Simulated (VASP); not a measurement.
# Al (Pm-3m) in VASP: single point with PBEsol

Aim: the single point of Al with PBEsol.

Everything below comes from runs of VASP 6.6.1. Logs are shortened: lines on timing, memory, paths and dates and some standing lists are left out, and cuts for length are marked.

## (1) The cell of the first run

Symmetry: Pm-3m, No. 221, cubic system. The conventional cell has a = 2.526 Å, b = 2.526 Å, c = 2.526 Å, α = 90.00°, β = 90.00°, γ = 90.00°. Within 3.3 Å of Al (site symmetry m-3m) lie 6 Al at 2.53 Å.

## (2) Single point, PBEsol

INCAR reads:

```
SYSTEM = Al
  PREC = Accurate
  ENCUT = 520
  EDIFF = 1E-7
  ISMEAR = 0
  SIGMA = 0.15
  LREAL = .FALSE.
  LASPH = .TRUE.
  NELM = 60
  ALGO = Normal
  ISIF = 2
  LWAVE = .FALSE.
  LCHARG = .TRUE.
  GGA = PS
  LELF = .TRUE.
  LVHAR = .TRUE.
  NBANDS = 8
```

KPOINTS reads:

```
Automatic mesh
0
G
  24 24 24
  0 0 0
```

POSCAR reads:

```
Al
1.0
   -0.8419674075      1.6839348149      1.6839348149
    1.6839348149     -0.8419674075      1.6839348149
    1.6839348149      1.6839348149     -0.8419674075
Al
1
Direct
    0.0000000000      0.0000000000      0.0000000000
```

Potentials or basis: VASP PAW PBE potentials, release 64 (Al).

Run with:

```console
cat potpaw_PBE.64/Al/POTCAR > POTCAR
mpirun -np 1 vasp_std > vasp.out
```

OUTCAR:

```text
SYSTEM = Al
   PREC = Accurate
   ENCUT = 520
   EDIFF = 1E-7
   ISMEAR = 0
   LREAL = .FALSE.
   LASPH = .TRUE.
   NELM = 60
   ISIF = 2
   GGA = PS

 ion  position               nearest neighbor table
   1  0.000  0.000  0.000-

  LATTYP: Found a simple cubic cell.
 ALAT       =     2.5259022224

  Lattice vectors:

 A1 = (  -0.8419674075,   1.6839348149,   1.6839348149)
 A2 = (   1.6839348149,  -0.8419674075,   1.6839348149)
 A3 = (   1.6839348149,   1.6839348149,  -0.8419674075)

Analysis of symmetry for initial positions (statically):
=====================================================================
 Subroutine PRICEL returns:
 Original cell was already a primitive cell.

 Routine SETGRP: Setting up the symmetry group for a
 simple cubic supercell.

 Subroutine GETGRP returns: Found 48 space group operations
 (whereof 48 operations were pure point group operations)
 out of a pool of 48 trial point group operations.

The static configuration has the point symmetry O_h .

Analysis of symmetry for dynamics (positions and initial velocities):
=====================================================================
 Subroutine PRICEL returns:
 Original cell was already a primitive cell.

 Routine SETGRP: Setting up the symmetry group for a
 simple cubic supercell.

 Subroutine GETGRP returns: Found 48 space group operations
 (whereof 48 operations were pure point group operations)
 out of a pool of 48 trial point group operations.

The dynamic configuration has the point symmetry O_h .

 Subroutine INISYM returns: Found 48 space group operations
 (whereof 48 operations are pure point group operations),
 and found     1 'primitive' translations

----------------------------------------------------------------------------------------

                                     Primitive cell

  volume of cell :      16.1157

  direct lattice vectors                    reciprocal lattice vectors
    -0.841967407  1.683934815  1.683934815    -0.131966048  0.263932096  0.263932096
     1.683934815 -0.841967407  1.683934815     0.263932096 -0.131966048  0.263932096
     1.683934815  1.683934815 -0.841967407     0.263932096  0.263932096 -0.131966048

  length of vectors
     2.525902222  2.525902222  2.525902222     0.395898143  0.395898143  0.395898143

  position of ions in fractional coordinates (direct lattice)
     0.000000000  0.000000000  0.000000000

  ion indices of the primitive-cell ions
   primitive index   ion index
[... 76 lines left out ...]
   NSW    =      0    number of steps for IOM
   IBRION =     -1    ionic relax: 0-MD 1-quasi-New 2-CG
   NFREE  =      0    steps in history (QN), initial steepest desc. (CG)
   ISIF   =      2    stress and relaxation
   ISYM   =      2    0-nonsym 1-usesym 2-fastsym
   POTIM  = 0.5000    time-step for ionic-motion
   TEBEG  =    0.0;   TEEND  =   0.0 temperature during run
   PSTRESS=    0.0 pullay stress
   NELECT =       3.0000    total number of electrons
   NUPDOWN=      -1.0000    fix difference up-down
   EMIN   =  10.00;   EMAX   =-10.00  energy-range for DOS
   EFERMI =   0.00;   METHOD = LEGACY
   ISMEAR =     0;   SIGMA  =   0.15  broadening in eV -4-tet -1-fermi 0-gaus
   EFERMI_NEDOS =   21; number of points for ismear=-14 and -15
   IALGO  =     38    algorithm
   IMIX   =      4    mixing-type and parameters
     AMIX     =   0.40;   BMIX     =  1.00
     AMIX_MAG =   1.60;   BMIX_MAG =  1.00
  volume/ion in A,a.u.               =      16.12       108.75
  Fermi-wavevector in a.u.,A,eV,Ry     =   0.934757  1.766435 11.888371  0.873771
  Thomas-Fermi vector in A             =   2.061595
   LORBIT       =      0    0 simple, 1 ext, 2 COOP (PROOUT), +10 PAW based schemes
   GGA     = PS    functional components
   LHFCALC =     F    Hartree Fock is set to
   AEXX    =    0.0000 exact exchange contribution
   IVDW    =     0    specifies the selected vdW correction
   LEPSILON=     F    determine dielectric tensor
   LRPA    =     F    only Hartree local field effects (RPA)
 non-spin polarized calculation
 Gauss-broadening in eV      SIGMA  =   0.15
  energy-cutoff  :      520.00
  volume of cell :       16.12
 maximum number of plane-waves:       461
 NGX is ok and might be reduce to    20
   NGX =  9   NGY =  9   NGZ =  9

 number of electron       3.0000000 magnetization

 Free energy of the ion-electron system (eV)
  ---------------------------------------------------
  ext. energy  EPLUGINS =         0.00000000
  ---------------------------------------------------
  free energy    TOTEN  =        -3.51205692 eV

  energy without entropy =       -3.50728038  energy(sigma->0) =       -3.50966865

 E-fermi :   7.7330     XC(G=0): -10.2966

 val. band max:        7.7150114370   @ k =   0.5000   0.4583   0.2083
 cond. band min:       7.7410169105   @ k =   0.3750   0.3750   0.0000
 fundamental gap:      0.0260054735
 Fermi energy:         7.7330256148

 k-point     1 :       0.0000    0.0000    0.0000
  band No.  band energies     occupation
      1      -3.1944      2.00000
      2      16.2806      0.00000
      3      16.2806      0.00000
      4      18.6467      0.00000
      5      18.6467      0.00000
      6      18.6467      0.00000
      7      26.0529      0.00000
      8      34.9931      0.00000
[... 243 lines left out ...]
 k-point    24 :       0.4583    0.0417    0.0000
  band No.  band energies     occupation
      1       1.5675      2.00000
      2       3.4744      2.00000
      3      18.9111      0.00000
      4      22.3322      0.00000
      5      22.6050      0.00000
      6      23.7607      0.00000
      7      24.1931      0.00000
      8      26.4393      0.00000

 [... further k-points ...]

------------------------ aborting loop because EDIFF is reached ----------------------------------------

  FORCE on cell =-STRESS in cart. coord.  units (eV):
  Direction    XX          YY          ZZ          XY          YZ          ZX
  --------------------------------------------------------------------------------------
  -------------------------------------------------------------------------------------
  Total        1.9036381      1.9036381      1.9036381     -0.0000000     -0.0000000     -0.0000000
  in kB      189.2541303    189.2541303    189.2541303     -0.0000000     -0.0000000     -0.0000000
  external PRESSURE =     189.2541303 kB  Pullay stress =       0.0000000 kB

 VOLUME and BASIS-vectors are now :
 -----------------------------------------------------------------------------
  energy-cutoff  :      520.00
  volume of cell :       16.12
      direct lattice vectors                 reciprocal lattice vectors
    -0.841967407  1.683934815  1.683934815    -0.131966048  0.263932096  0.263932096
     1.683934815 -0.841967407  1.683934815     0.263932096 -0.131966048  0.263932096
     1.683934815  1.683934815 -0.841967407     0.263932096  0.263932096 -0.131966048

 POSITION                                       TOTAL-FORCE (eV/Angst)
 -----------------------------------------------------------------------------------
      0.00000      0.00000      0.00000         0.000000      0.000000     -0.000000
 -----------------------------------------------------------------------------------
    total drift:                                0.000000      0.000000     -0.000000

  FREE ENERGIE OF THE ION-ELECTRON SYSTEM (eV)
  ---------------------------------------------------
  free  energy   TOTEN  =        -3.5120569183 eV

  energy  without entropy=       -3.5072803766  energy(sigma->0) =       -3.50966865
```

It took 13 s on 1 thread of Intel Xeon 6975P-C (Granite Rapids), shared host; peak memory 0.16 GiB.

Results:

```yaml
Free_energy: -3.5121 eV
Pressure: 18.9 GPa
```

Levels at points of the mesh, in eV from the Fermi level:
```csv
k point,band 1,band 2,band 3,band 4,band 5
"(0.00, 0.00, 0.00)",-10.93,8.55,8.55,10.91,10.91
"(0.50, 0.00, 0.00)",-5.55,-5.02,11.59,15.48,15.48
"(0.50, 0.50, 0.00)",-0.63,-0.63,0.62,1.64,18.82
"(0.50, 0.50, 0.50)",3.68,3.68,3.68,5.65,5.65
```

Caveat: the PAW data sets were made with another functional, which shifts forces and pressure a little.
